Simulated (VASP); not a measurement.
# CoO (P1) in VASP: further runs

CoO is run at these levels: LDA; tasks: single point.

Program: VASP 6.6.1. These are calculated values, not measurements. Logs are shortened: lines on timing, memory, paths and dates and some standing lists are left out, and cuts for length are marked.

### Step 1. The cell of the first run

The typed cell holds 4 atoms: a = 3.198 Å, b = 3.198 Å, c = 5.229 Å, α = 90.00°, β = 90.00°, γ = 120.00°.

### Step 2. Single point, LDA, collinear spin, ferromagnetic start

File INCAR:

```
SYSTEM = CoO
PREC = Accurate ; ENCUT = 520
EDIFF = 1E-6 ; ISMEAR = -1
SIGMA = 0.05 ; LREAL = .False.
LASPH = .True. ; NELM = 150
ALGO = Normal ; ISIF = 2
LWAVE = .False. ; LCHARG = .False.
ISPIN = 2 ; MAGMOM = 2 2 0 0
LORBIT = 11 ; LMAXMIX = 4
NBANDS = 27
```

File KPOINTS:

```
Automatic mesh
0
Gamma
  6 6 3
  0 0 0
```

File POSCAR:

```
CoO
1.0
    3.1976457435      0.0000000000      0.0000000000
   -1.5988228718      2.7692424462      0.0000000000
    0.0000000000      0.0000000000      5.2287097100
Co O
2 2
Direct
    0.3365030000      0.6381030000      0.5003980000
    0.0481210000      0.0161470000     -0.0014250000
    0.3062570000      0.6452830000      0.8672390000
    0.0541720000      0.0112240000      0.3867870000
```

Potentials or basis: VASP PAW LDA potentials, release 64 (Co, O).

The run is started by

```sh
$ cat potpaw_LDA.64/Co/POTCAR potpaw_LDA.64/O/POTCAR > POTCAR
$ mpirun -np 1 vasp_std > vasp.out
```

OUTCAR:

```text
SYSTEM = CoO
   PREC = Accurate
   ENCUT = 520
   EDIFF = 1E-6
   ISMEAR = -1
   LREAL = .False.
   LASPH = .True.
   NELM = 150
   ISIF = 2
   ISPIN = 2
   LORBIT = 11

 ion  position               nearest neighbor table
   1  0.337  0.638  0.500-   4 1.84   4 1.92   3 1.92   4 2.07   2 3.12
   2  0.048  0.016  0.999-   3 1.88   3 1.88   4 2.03   3 2.17   1 3.12
   3  0.306  0.645  0.867-   2 1.88   2 1.88   1 1.92   2 2.17
   4  0.054  0.011  0.387-   1 1.84   1 1.92   2 2.03   1 2.07

  LATTYP: Found a hexagonal cell.
 ALAT       =     3.1976457435
 C/A-ratio  =     1.6351747909

  Lattice vectors:

 A1 = (   3.1976457435,   0.0000000000,   0.0000000000)
 A2 = (  -1.5988228718,   2.7692424462,   0.0000000000)
 A3 = (   0.0000000000,   0.0000000000,   5.2287097100)

Analysis of symmetry for initial positions (statically):
=====================================================================
 Subroutine PRICEL returns:
 Original cell was already a primitive cell.

 Routine SETGRP: Setting up the symmetry group for a
 hexagonal supercell.

 Subroutine GETGRP returns: Found  1 space group operations
 (whereof  1 operations were pure point group operations)
 out of a pool of 24 trial point group operations.

The static configuration has the point symmetry C_1 .

Analysis of symmetry for dynamics (positions and initial velocities):
=====================================================================
 Subroutine PRICEL returns:
 Original cell was already a primitive cell.

 Routine SETGRP: Setting up the symmetry group for a
 hexagonal supercell.

 Subroutine GETGRP returns: Found  1 space group operations
 (whereof  1 operations were pure point group operations)
 out of a pool of 24 trial point group operations.

The dynamic configuration has the point symmetry C_1 .

Analysis of structural, dynamic, and magnetic symmetry:
=====================================================================
 Subroutine PRICEL returns:
 Original cell was already a primitive cell.

 Routine SETGRP: Setting up the symmetry group for a
 hexagonal supercell.

 Subroutine GETGRP returns: Found  1 space group operations
 (whereof  1 operations were pure point group operations)
 out of a pool of 24 trial point group operations.

The overall configuration has the point symmetry C_1 .

 Subroutine INISYM returns: Found  1 space group operations
 (whereof  1 operations are pure point group operations),
 and found     1 'primitive' translations

----------------------------------------------------------------------------------------

                                     Primitive cell

  volume of cell :      46.3005

  direct lattice vectors                    reciprocal lattice vectors
     3.197645743  0.000000000  0.000000000     0.312730077  0.180554794  0.000000000
    -1.598822872  2.769242446  0.000000000     0.000000000  0.361109588  0.000000000
     0.000000000  0.000000000  5.228709710     0.000000000  0.000000000  0.191251773

  length of vectors
     3.197645743  3.197645744  5.228709710     0.361109588  0.361109588  0.191251773

  position of ions in fractional coordinates (direct lattice)
     0.336503000  0.638103000  0.500398000
     0.048121000  0.016147000  0.998575000
     0.306257000  0.645283000  0.867239000
     0.054172000  0.011224000  0.386787000

  ion indices of the primitive-cell ions
   primitive index   ion index
                 1           1
                 2           2
                 3           3
                 4           4

----------------------------------------------------------------------------------------

 KPOINTS: Automatic mesh

Automatic generation of k-mesh.
 Grid dimensions read from file:
 generate k-points for:    6    6    3

 Generating k-lattice:

  Cartesian coordinates                     Fractional coordinates (reciprocal lattice)
     0.052121680  0.030092466  0.000000000     0.166666667 -0.000000000  0.000000000
     0.000000000  0.060184931  0.000000000     0.000000000  0.166666667  0.000000000
     0.000000000  0.000000000  0.063750591     0.000000000  0.000000000  0.333333333

  Length of vectors
     0.060184931  0.060184931  0.063750591

  Shift w.r.t. Gamma in fractional coordinates (k-lattice)
     0.000000000  0.000000000  0.000000000

 Subroutine IBZKPT returns following result:
 ===========================================

 Found     56 irreducible k-points:

 Following reciprocal coordinates:
            Coordinates               Weight
  0.000000  0.000000  0.000000      1.000000
  0.166667  0.000000  0.000000      2.000000
  0.000000  0.166667  0.000000      2.000000
 -0.166667  0.166667  0.000000      2.000000
  0.333333  0.000000  0.000000      2.000000
  0.000000  0.333333  0.000000      2.000000
[... 16 lines left out ...]
  0.000000  0.166667  0.333333      2.000000
 -0.166667  0.166667  0.333333      2.000000
 [... further k-points ...]
   k-points           NKPTS =     56   k-points in BZ     NKDIM =     56   number of bands    NBANDS=     27
   number of dos      NEDOS =    301   number of ions     NIONS =      4
   total plane-waves  NPLWV =  23040
   dimension x,y,z NGX =    24 NGY =   24 NGZ =   40
   dimension x,y,z NGXF=    48 NGYF=   48 NGZF=   80
   ions per type =               2   2
   NGX,Y,Z   is equivalent  to a cutoff of  12.48, 12.48, 12.72 a.u.
   NGXF,Y,Z  is equivalent  to a cutoff of  24.96, 24.96, 25.44 a.u.
 SYSTEM =  CoO
   PREC   = accura    normal or accurate (medium, high low for compatibility)
   ISTART =      0    job   : 0-new  1-cont  2-samecut
   ICHARG =      2    charge: 1-file 2-atom 10-const
   ISPIN  =      2    spin polarized calculation?
   LNONCOLLINEAR =      F non collinear calculations
   LSORBIT =      F    spin-orbit coupling
   LASPH  =      T    aspherical Exc in radial PAW
   ENCUT  =  520.0 eV  38.22 Ry    6.18 a.u.   5.95  5.95  9.72*2*pi/ulx,y,z
   NELM   =    150;   NELMIN=  2; NELMDL= -5     # of ELM steps
   EDIFF  = 0.1E-05   stopping-criterion for ELM
   LREAL  =      F    real-space projection
   EDIFFG = 0.1E-04   stopping-criterion for IOM
   NSW    =      0    number of steps for IOM
   IBRION =     -1    ionic relax: 0-MD 1-quasi-New 2-CG
   NFREE  =      0    steps in history (QN), initial steepest desc. (CG)
   ISIF   =      2    stress and relaxation
   ISYM   =      2    0-nonsym 1-usesym 2-fastsym
   POTIM  = 0.5000    time-step for ionic-motion
   TEBEG  =    0.0;   TEEND  =   0.0 temperature during run
   PSTRESS=    0.0 pullay stress
   NELECT =      30.0000    total number of electrons
   NUPDOWN=      -1.0000    fix difference up-down
   EMIN   =  10.00;   EMAX   =-10.00  energy-range for DOS
   EFERMI =   0.00;   METHOD = LEGACY
   ISMEAR =    -1;   SIGMA  =   0.05  broadening in eV -4-tet -1-fermi 0-gaus
   EFERMI_NEDOS =   21; number of points for ismear=-14 and -15
   IALGO  =     38    algorithm
   IMIX   =      4    mixing-type and parameters
     AMIX     =   0.40;   BMIX     =  1.00
     AMIX_MAG =   1.60;   BMIX_MAG =  1.00
  volume/ion in A,a.u.               =      11.58        78.11
  Fermi-wavevector in a.u.,A,eV,Ry     =   1.416620  2.677023 27.304329  2.006812
  Thomas-Fermi vector in A             =   2.537935
   LORBIT       =     11    0 simple, 1 ext, 2 COOP (PROOUT), +10 PAW based schemes
   GGA     = CA    functional components
   LHFCALC =     F    Hartree Fock is set to
   AEXX    =    0.0000 exact exchange contribution
   IVDW    =     0    specifies the selected vdW correction
   LEPSILON=     F    determine dielectric tensor
   LRPA    =     F    only Hartree local field effects (RPA)
 spin polarized calculation
  energy-cutoff  :      520.00
  volume of cell :       46.30
 maximum number of plane-waves:      1266
   NGX = 11   NGY = 11   NGZ = 19

 number of electron      29.9999997 magnetization       5.2006011

 Free energy of the ion-electron system (eV)
  ---------------------------------------------------
  ext. energy  EPLUGINS =         0.00000000
  ---------------------------------------------------
  free energy    TOTEN  =       -29.57139050 eV

  energy without entropy =      -29.52493121  energy(sigma->0) =      -29.54816085

 E-fermi :   5.5121     XC(G=0): -11.6510

 val. band max:        5.5093609146   @ k =   0.0000  -0.3333   0.3333
 cond. band min:       5.5138169679   @ k =   0.1667   0.5000   0.3333
 fundamental gap:      0.0044560533
 Fermi energy:         5.5121242372

 spin component 1

 k-point     1 :       0.0000    0.0000    0.0000
  band No.  band energies     occupation
      1     -14.2448      1.00000
      2     -13.5951      1.00000
      3      -1.5501      1.00000
      4      -0.8091      1.00000
      5      -0.6226      1.00000
      6      -0.4629      1.00000
[... 19 lines left out ...]
     26      21.0681      0.00000
     27      21.7836      0.00000
[... 667 lines left out ...]
      5      -0.6595      1.00000
      6      -0.4237      1.00000
[... 19 lines left out ...]
     26      19.8499      0.00000
     27      22.4187      0.00000

 [... further k-points ...]

 spin component 2

 k-point     1 :       0.0000    0.0000    0.0000
  band No.  band energies     occupation
      1     -13.7481      1.00000
      2     -13.0682      1.00000
      3      -1.0625      1.00000
      4       0.1289      1.00000
      5       0.3639      1.00000
      6       0.4245      1.00000
[... 19 lines left out ...]
     26      21.5213      0.00000
     27      22.3664      0.00000
[... 667 lines left out ...]
      5       0.1869      1.00000
      6       0.4913      1.00000
[... 19 lines left out ...]
     26      20.3570      0.00000
     27      22.8886      0.00000

 [... further k-points ...]

------------------------ aborting loop because EDIFF is reached ----------------------------------------

  FORCE on cell =-STRESS in cart. coord.  units (eV):
  Direction    XX          YY          ZZ          XY          YZ          ZX
  --------------------------------------------------------------------------------------
  -------------------------------------------------------------------------------------
  Total       -4.9292624     -3.1808746     -3.8707454     -0.8781483      0.3117183     -0.0419532
  in kB     -170.5715759   -110.0705859   -133.9427871    -30.3873343     10.7866598     -1.4517434
  external PRESSURE =    -138.1949829 kB  Pullay stress =       0.0000000 kB

 VOLUME and BASIS-vectors are now :
 -----------------------------------------------------------------------------
  energy-cutoff  :      520.00
  volume of cell :       46.30
      direct lattice vectors                 reciprocal lattice vectors
     3.197645743  0.000000000  0.000000000     0.312730077  0.180554794  0.000000000
    -1.598822872  2.769242446  0.000000000     0.000000000  0.361109588  0.000000000
     0.000000000  0.000000000  5.228709710     0.000000000  0.000000000  0.191251773

 POSITION                                       TOTAL-FORCE (eV/Angst)
 -----------------------------------------------------------------------------------
      0.05580      1.76706      2.61644         0.294517      0.712317      0.024837
      0.12806      0.04471      5.22126        -0.340046     -0.176085      0.573421
     -0.05239      1.78695      4.53454         0.455417      0.242061      0.115886
      0.15528      0.03108      2.02240        -0.409889     -0.778293     -0.714145
 -----------------------------------------------------------------------------------
    total drift:                                0.000263      0.000472      0.000428

  FREE ENERGIE OF THE ION-ELECTRON SYSTEM (eV)
  ---------------------------------------------------
  free  energy   TOTEN  =       -29.5713905025 eV

  energy  without entropy=      -29.5249312063  energy(sigma->0) =      -29.54816085

 total charge

# of ion       s       p       d       tot
------------------------------------------
    1        0.368   0.477   7.242   8.087
    2        0.345   0.426   7.222   7.993
    3        1.543   3.408   0.000   4.951
    4        1.543   3.398   0.000   4.942
--------------------------------------------------
tot          3.799   7.709  14.464  25.972

 magnetization (x)

# of ion       s       p       d       tot
------------------------------------------
    1        0.016   0.052   2.120   2.187
    2        0.020   0.045   2.202   2.267
    3        0.019   0.282   0.000   0.301
    4        0.019   0.252   0.000   0.271
--------------------------------------------------
tot          0.074   0.630   4.322   5.027
```

Wall time 4.9 min (1 thread of Intel Xeon 8259CL, shared host); peak memory 0.22 GiB.

What came out:

```
Free energy                                           : -29.5714 eV
Pressure                                              : -13.8 GPa
Largest force                                         : 1.133 eV/Å
Net moment                                            : 5.20 μB per cell
Site moments                                          : Co +2.19, +2.27; O +0.30, +0.27 μB
Valence electrons inside the program's atomic spheres : Co 8.09, 7.99; O 4.95, 4.94
```

Forces on the atoms (eV/Å):
```
Co   0.295  0.712  0.025
Co  -0.340 -0.176  0.573
O    0.455  0.242  0.116
O   -0.410 -0.778 -0.714
```

Stress tensor (GPa, compression positive):
```
-17.06  -3.04  -0.15
 -3.04 -11.01   1.08
 -0.15   1.08 -13.39
```

Levels at points of the mesh, in eV from the Fermi level:
Spin up:
| k point | band 15 | band 16 | band 17 | band 18 | band 19 | band 20 | band 21 | band 22 |
| --- | --- | --- | --- | --- | --- | --- | --- | --- |
| (0.00, 0.00, 0.00) | -0.34 | 0.19 | 0.29 | 0.58 | 0.73 | 5.54 | 6.94 | 13.50 |
| (0.50, 0.00, 0.00) | -1.56 | -1.20 | -0.09 | 0.05 | 5.73 | 5.78 | 6.68 | 9.07 |
| (0.00, 0.50, 0.00) | -1.71 | -1.41 | -0.61 | -0.50 | 5.62 | 6.17 | 7.58 | 9.40 |
| (0.50, 0.50, 0.00) | -1.64 | -1.49 | -0.49 | -0.41 | 5.64 | 6.06 | 7.66 | 9.32 |
Spin down:
```tsv
k point	band 10	band 11	band 12	band 13	band 14	band 15
(0.00, 0.00, 0.00)	-0.60	-0.24	-0.21	0.03	0.46	1.42
(0.50, 0.00, 0.00)	-0.58	-0.35	-0.06	0.13	0.35	0.42
(0.00, 0.50, 0.00)	-0.88	-0.62	-0.26	-0.11	0.00	0.30
(0.50, 0.50, 0.00)	-0.82	-0.57	-0.15	-0.06	0.00	0.36
```

Caveat: the k points lie up to 0.40 Å⁻¹ apart; semilocal functionals often make such compounds metallic where correlation or magnetic order opens a gap, which also shifts bond lengths; forces of over 1 eV/Å act on the atoms, so gaps and moduli don't describe the material at rest. With open d or f shells a metallic result of LDA can be an artefact of self-interaction; +U or a hybrid may open a gap.

### Step 3. Single point, LDA, collinear spin, ferromagnetic start

File INCAR:

```
  PREC = Accurate
  ENCUT = 520
  EDIFF = 1E-6
  ISMEAR = -1
  SIGMA = 0.05
  LREAL = False
  LASPH = True
  NELM = 150
  ALGO = Normal
  ISIF = 2
  LWAVE = False
  LCHARG = True
  ISPIN = 2
  MAGMOM = 2 2 0 0
  LORBIT = 11
  LMAXMIX = 4
  GGA = CA
  LELF = True
  LVHAR = True
  NBANDS = 27
```

File KPOINTS:

```
Automatic mesh
0
Gamma
  6 6 3
```

POSCAR is that of step 2.

Potentials or basis: VASP PAW LDA potentials, release 64 (Co, O).

The run is started by

```sh
$ cat potpaw_LDA.64/Co/POTCAR potpaw_LDA.64/O/POTCAR > POTCAR
$ mpirun -np 1 vasp_std > vasp.out
```

Run time: 4.8 min. Hardware: 1 thread of Intel Xeon 8259CL, shared host; peak memory 0.22 GiB.

The run converged. Its results:

- Free energy: -29.5714 eV
- Pressure: -13.8 GPa
- Largest force: 1.133 eV/Å
- Net moment: 5.20 μB per cell
- Site moments: Co +2.19, +2.27; O +0.30, +0.27 μB
- Valence electrons inside the program's atomic spheres: Co 8.09, 7.99; O 4.95, 4.94

Forces in eV/Å, atoms in the order of the input:
```
Co   0.295  0.712  0.025
Co  -0.340 -0.176  0.573
O    0.455  0.242  0.116
O   -0.410 -0.778 -0.714
```

Stress tensor (GPa, compression positive):
```
-17.06  -3.04  -0.15
 -3.04 -11.01   1.08
 -0.15   1.08 -13.39
```

Levels at points of the mesh, in eV from the Fermi level:
Spin up:
| k point | band 16 | band 17 | band 18 | band 19 | band 20 | band 21 |
| --- | --- | --- | --- | --- | --- | --- |
| (0.00, 0.00, 0.00) | 0.19 | 0.29 | 0.58 | 0.73 | 5.54 | 6.94 |
| (0.50, 0.00, 0.00) | -1.20 | -0.09 | 0.05 | 5.73 | 5.78 | 6.68 |
| (0.00, 0.50, 0.00) | -1.41 | -0.61 | -0.50 | 5.62 | 6.17 | 7.58 |
| (0.50, 0.50, 0.00) | -1.49 | -0.49 | -0.41 | 5.64 | 6.06 | 7.66 |
Spin down:
```
           k point  band 9  band 10  band 11  band 12  band 13  band 14  band 15  band 16
(0.00, 0.00, 0.00)   -0.80    -0.60    -0.24    -0.21     0.03     0.46     1.42     1.57
(0.50, 0.00, 0.00)   -0.92    -0.58    -0.35    -0.06     0.13     0.35     0.42     0.71
(0.00, 0.50, 0.00)   -0.99    -0.88    -0.62    -0.26    -0.11     0.00     0.30     0.58
(0.50, 0.50, 0.00)   -0.98    -0.82    -0.57    -0.15    -0.06     0.00     0.36     0.50
```

Caveat: the k points lie up to 0.40 Å⁻¹ apart; semilocal functionals often make such compounds metallic where correlation or magnetic order opens a gap, which also shifts bond lengths; forces of over 1 eV/Å act on the atoms, so gaps and moduli don't describe the material at rest. With open d or f shells a metallic result of LDA can be an artefact of self-interaction; +U or a hybrid may open a gap.
